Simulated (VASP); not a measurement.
# C (C2/m) in VASP: notebook, part 2 of 2

VASP 6.6.1. Earlier steps stand in the parts before.

## (5) Single point, PBE+D3(BJ) (strain +0.0150 x Voigt [0, 0, 0, 1, 0, 0])

INCAR reads:

```
ALGO = Normal
EDIFF = 1E-6
ENCUT = 520
GGA = PE
ISIF = 2
ISMEAR = 0
IVDW = 12
LASPH = T
LCHARG = F
LREAL = F
LWAVE = F
NBANDS = 16
NELM = 100
PREC = Accurate
SIGMA = 0.15
```

KPOINTS reads:

```
k-points
0
Gamma
  22 22 8
```

POSCAR reads:

```
C
1.0
    1.2327689981     -2.1341461166     -0.0160060959
    1.2327689981      2.1341461166      0.0160060959
    0.0000000000      0.0509923776      6.7989836842
C
4
Direct
    0.0833101797      0.9166898203      0.7500000000
    0.5833101797      0.4166898203      0.2500000000
    0.9166898203      0.0833101797      0.2500000000
    0.4166898203      0.5833101797      0.7500000000
```

Command:

```bash
> cat potpaw_PBE.64/C/POTCAR > POTCAR
> mpirun -np 1 vasp_std > vasp.out
```

It took 11 min on 1 thread of Oxide Virtual Turin-like, shared host; peak memory 0.46 GiB.

It converged, with:

```
Free energy                : -37.4651 eV
Pressure                   : 0.4 GPa
Largest force              : 0.006 eV/Å
Band gap on the k mesh     : zero (band 8 reaches 4.47 eV, above the bottom of band 9 at 4.44 eV)
Dispersion energy per atom : -0.154 eV
```

Forces in eV/Å, atoms in the order of the input:
```
C    0.000 -0.006 -0.002
C    0.000 -0.006 -0.002
C    0.000  0.006  0.002
C    0.000  0.006  0.002
```

Stress tensor (GPa, compression positive):
```
 0.71  0.00  0.00
 0.00  0.63  0.04
 0.00  0.04 -0.08
```

Levels at points of the mesh, in eV from the Fermi level:
| k point | band 4 | band 5 | band 6 | band 7 | band 8 | band 9 | band 10 | band 11 | band 12 | band 13 |
| --- | --- | --- | --- | --- | --- | --- | --- | --- | --- | --- |
| (0.00, 0.00, 0.00) | -6.58 | -2.99 | -2.97 | -2.96 | -2.96 | 4.22 | 8.34 | 8.37 | 8.40 | 8.43 |
| (0.50, 0.00, 0.00) | -13.17 | -6.35 | -6.35 | -2.40 | -2.40 | 1.90 | 1.90 | 7.45 | 7.45 | 11.32 |
| (0.50, 0.50, 0.00) | -13.10 | -6.38 | -6.33 | -2.94 | -1.61 | 1.04 | 2.49 | 7.25 | 7.62 | 11.20 |
| (0.00, 0.00, 0.50) | -7.59 | -2.97 | -2.97 | -2.97 | -2.97 | 6.76 | 6.76 | 8.39 | 8.39 | 8.39 |
| (0.50, 0.00, 0.50) | -13.17 | -6.35 | -6.34 | -2.34 | -2.29 | 1.67 | 1.72 | 7.43 | 7.47 | 12.46 |
| (0.50, 0.50, 0.50) | -13.18 | -6.36 | -6.36 | -2.32 | -2.32 | 1.71 | 1.71 | 7.43 | 7.43 | 12.60 |

Caveat: the cell differs from its parent crystal (strain +0.0150 x Voigt [0, 0, 0, 1, 0, 0]).

## (6) Single point, PBE+D3(BJ) (strain +0.0050 x Voigt [0, 0, 0, 1, 0, 0])

INCAR reads:

```
PREC = Accurate
ENCUT = 520
EDIFF = 1E-7
ISMEAR = 0
SIGMA = 0.15
LREAL = False
LASPH = True
NELM = 80
ALGO = Normal
ISIF = 2
LWAVE = False
LCHARG = False
GGA = PE
IVDW = 12
NBANDS = 16
```

KPOINTS reads:

```
regular mesh
0
Gamma
  22 22 8
```

POSCAR reads:

```
C
1.0
    1.2327689981     -2.1341461166     -0.0053353653
    1.2327689981      2.1341461166      0.0053353653
    0.0000000000      0.0169974592      6.7989836842
C
4
Direct
    0.0833101797      0.9166898203      0.7500000000
    0.5833101797      0.4166898203      0.2500000000
    0.9166898203      0.0833101797      0.2500000000
    0.4166898203      0.5833101797      0.7500000000
```

Potentials or basis: VASP PAW PBE potentials, release 64 (C).

Command:

```bash
> cat potpaw_PBE.64/C/POTCAR > POTCAR
> mpirun -np 1 vasp_std > vasp.out
```

OUTCAR:

```text
PREC = Accurate
   ENCUT = 520
   EDIFF = 1E-7
   ISMEAR = 0
   LREAL = False
   LASPH = True
   NELM = 80
   ISIF = 2
   GGA = PE
   IVDW = 12
 IVDW          = 12

 ion  position               nearest neighbor table
   1  0.083  0.917  0.750-   4 1.42   4 1.42   4 1.42
   2  0.583  0.417  0.250-   3 1.42   3 1.42   3 1.42
   3  0.917  0.083  0.250-   2 1.42   2 1.42   2 1.42
   4  0.417  0.583  0.750-   1 1.42   1 1.42   1 1.42

  LATTYP: Found a base centered monoclinic cell.
 ALAT       =     4.2683055716
[... 680 lines left out ...]

  FORCE on cell =-STRESS in cart. coord.  units (eV):
  Direction    XX          YY          ZZ          XY          YZ          ZX
  --------------------------------------------------------------------------------------
  -------------------------------------------------------------------------------------
  Total       0.16099     0.14723    -0.01299     0.00000     0.00293     0.00000
  in kB       7.21014     6.59352    -0.58187     0.00000     0.13127     0.00000
  external pressure =        4.41 kB  Pullay stress =        0.00 kB

 VOLUME and BASIS-vectors are now :
 -----------------------------------------------------------------------------
  energy-cutoff  :      520.00
  volume of cell :       35.77
      direct lattice vectors                 reciprocal lattice vectors
     1.232768998 -2.134146117 -0.005335365     0.405590991 -0.234287203  0.000585718
     1.232768998  2.134146117  0.005335365     0.405590991  0.234287203 -0.000585718
     0.000000000  0.016997459  6.798983684     0.000000000 -0.000367704  0.147081725

 POSITION                                       TOTAL-FORCE (eV/Angst)
 -----------------------------------------------------------------------------------
      1.23277      1.79130      5.10368         0.000000     -0.006014     -0.000546
      1.23277     -0.35134      1.69886         0.000000     -0.006014     -0.000546
      1.23277     -1.77430      1.69530         0.000000      0.006014      0.000546
      1.23277      0.36834      5.10013         0.000000      0.006014      0.000546
 -----------------------------------------------------------------------------------
    total drift:                                0.000000     -0.000000      0.000000

  FREE ENERGIE OF THE ION-ELECTRON SYSTEM (eV)
  ---------------------------------------------------
  free  energy   TOTEN  =       -37.4650614238 eV

  energy  without entropy=      -37.4644269777  energy(sigma->0) =      -37.46474420
```

Wall time 8.8 min (1 thread of Oxide Virtual Turin-like, shared host); peak memory 0.46 GiB.

Results:

* Free energy: -37.4651 eV
* Pressure: 0.4 GPa
* Largest force: 0.006 eV/Å
* Band gap on the k mesh: zero (band 8 reaches 4.48 eV, above the bottom of band 9 at 4.44 eV)
* Dispersion energy per atom: -0.154 eV

Forces in eV/Å, atoms in the order of the input:
```
C    0.000 -0.006 -0.001
C    0.000 -0.006 -0.001
C    0.000  0.006  0.001
C    0.000  0.006  0.001
```

Stress tensor (GPa, compression positive):
```
 0.72  0.00  0.00
 0.00  0.66  0.01
 0.00  0.01 -0.06
```

Caveat: the cell differs from its parent crystal (strain +0.0050 x Voigt [0, 0, 0, 1, 0, 0]).

## (7) Overview

| cell | gap on the mesh (eV) | pressure (GPa) | largest force (eV/Å) |
| --- | --- | --- | --- |
| a = 2.465, b = 2.465, c = 6.800 Å, angles 92.0, 88.0, 120.0°, 4 atoms | none | 0.3 | 0.01 |
| a = 2.465, b = 2.465, c = 6.800 Å, angles 88.5, 91.5, 120.0°, 4 atoms | none | 0.4 | 0.01 |
| a = 2.465, b = 2.465, c = 6.799 Å, angles 91.0, 89.0, 120.0°, 4 atoms | none | 0.4 | 0.01 |
| a = 2.465, b = 2.465, c = 6.799 Å, angles 89.3, 90.7, 120.0°, 4 atoms | none | 0.4 | 0.01 |
| a = 2.465, b = 2.465, c = 6.799 Å, angles 89.8, 90.2, 120.0°, 4 atoms | none | 0.4 | 0.01 |

Alike in all rows: task single point; level PBE+D3(BJ); potentials or basis VASP PAW PBE potentials, release 64 (C); no spin polarisation; k mesh 22 × 22 × 8; cutoff (eV) 520; smearing gaussian 0.15 eV.

Total energies depend on the potentials used, so only differences within one code and one set of settings carry meaning.
